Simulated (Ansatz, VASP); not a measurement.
**Br in VASP and in Ansatz**

File INCAR:

```
SYSTEM = Br
ALGO = Normal
EDIFF = 1E-6
ENCUT = 520
ISIF = 2
ISMEAR = -1
LASPH = .True.
LCHARG = .False.
LREAL = .False.
LWAVE = .False.
NBANDS = 18
NELM = 100
PREC = Accurate
SIGMA = 0.1
```

The input KPOINTS:

```
k-points
0
Gamma
  8 8 8
  0 0 0
```

The input POSCAR:

```
Br
1.0
    4.3677580000      0.0000000000      0.0000000000
    0.0000000000      4.3677580000      0.0000000000
    0.0000000000      0.0000000000      4.5976400000
Br
3
Direct
    0.5000000000      0.0000000000      0.0000000000
    0.0000000000      0.5000000000      0.0000000000
    0.0000000000      0.0000000000      0.5000000000
```

Input for Ansatz:

```yaml
crystal:
  lattice:
    - [4.367758, 0.0, 0.0]
    - [0.0, 4.367758, 0.0]
    - [0.0, 0.0, 4.59764]
  atoms:
    - { symbol: Br, position: [0.5, 0.0, 0.0] }
    - { symbol: Br, position: [0.0, 0.5, 0.0] }
    - { symbol: Br, position: [0.0, 0.0, 0.5] }
basis:
  ecutwfc: 520.0
kpoints:
  mp_grid:
    grid: [8, 8, 8]
hamiltonian:
  xc: lda
  pseudopotentials:
    kind: paw
scf:
  occupations:
    method: fermi_dirac
    width: 0.1
output:
  stress: true
```

Alike in both runs: task single point; functional LDA; k mesh 8 × 8 × 8; occupations fermi-dirac, width 0.1 eV; no spin polarisation.

|  | VASP | Ansatz |
| --- | --- | --- |
| version | VASP 6.6.1 | Ansatz 0.2.0 |
| potentials or method | VASP PAW LDA potentials, release 64 (Br), cutoff 520 eV | plane waves, PAW |
| valence electrons in the cell | 21 | 21 |

|  | VASP | Ansatz | Ansatz less VASP |
| --- | --- | --- | --- |
| pressure (GPa) | -1.6 | -1.7 | -0.05 |
| traceless stress, the component that is largest in VASP (GPa) | 0.39 | 0.40 | +0.002 |

LDA's correlation is that of Perdew and Zunger in VASP and of Perdew and Wang (1992) in Ansatz.
